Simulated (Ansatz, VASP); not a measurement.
## Two plane-wave programs on TiC

INCAR

```
SYSTEM = TiC
PREC     = Accurate       ! precision mode
ENCUT    = 600            ! plane-wave cutoff, eV
EDIFF    = 1E-6           ! SCF threshold, eV
ISMEAR   = -1             ! smearing method
SIGMA    = 0.05           ! smearing width, eV
LREAL    = .False.        ! projectors in reciprocal space
LASPH    = .True.         ! aspherical terms in the spheres
NELM     = 120            ! most SCF steps
ALGO     = Normal         ! electronic algorithm
ISIF     = 2              ! what is computed and relaxed
LWAVE    = .False.        ! write WAVECAR
LCHARG   = .True.         ! write CHGCAR
GGA      = PE             ! functional
LELF     = .True.         ! ELF
LVHAR    = .True.       
NBANDS   = 15             ! bands
GGA_COMPAT= .False.
```

File KPOINTS:

```
regular mesh
0
Gamma
  13 13 13
  0 0 0
```

File POSCAR:

```
TiC
1.0
    0.0000000000      2.1657188437      2.1657188437
    2.1657188437      0.0000000000      2.1657188437
    2.1657188437      2.1657188437      0.0000000000
Ti C
1 1
Direct
   -0.0023087023     -0.0023087023      0.0023087023
    0.5000000000      0.5000000000      0.5000000000
```

Input for Ansatz:

```yaml
crystal:
  lattice:
    - [0.0, 2.1657188437, 2.1657188437]
    - [2.1657188437, 0.0, 2.1657188437]
    - [2.1657188437, 2.1657188437, 0.0]
  atoms:
    - { symbol: Ti, position: [-0.0023087023, -0.0023087023, 0.0023087023] }
    - { symbol: C, position: [0.5, 0.5, 0.5] }
hamiltonian:
  xc: pbe
kpoints:
  mp_grid: { grid: [13, 13, 13] }
scf:
  occupations: { method: fermi_dirac, width: 0.05 }
  convergence: { dr2_threshold: 1.0e-11 }
basis:
  ecutwfc: 600
output:
  forces: true
```

Alike in both runs: task single point; functional PBE; k mesh 13 × 13 × 13; occupations fermi-dirac, width 0.05 eV; no spin polarisation.

```csv
,VASP,Ansatz
version,VASP 6.6.1,Ansatz 0.2.0
potentials or method,"VASP PAW PBE potentials, release 64 (Ti_sv, C), cutoff 600 eV","scalar-relativistic, plane waves, PAW"
valence electrons in the cell,16,16
```

```csv
,VASP,Ansatz,Ansatz less VASP
rms of the force components (eV/Å),0.054,0.054,-0.0002
```

Atom by atom the forces differ by 0.000 eV/Å (rms over components). With one functional, cell and mesh, what is left measures potentials, basis and numerics.
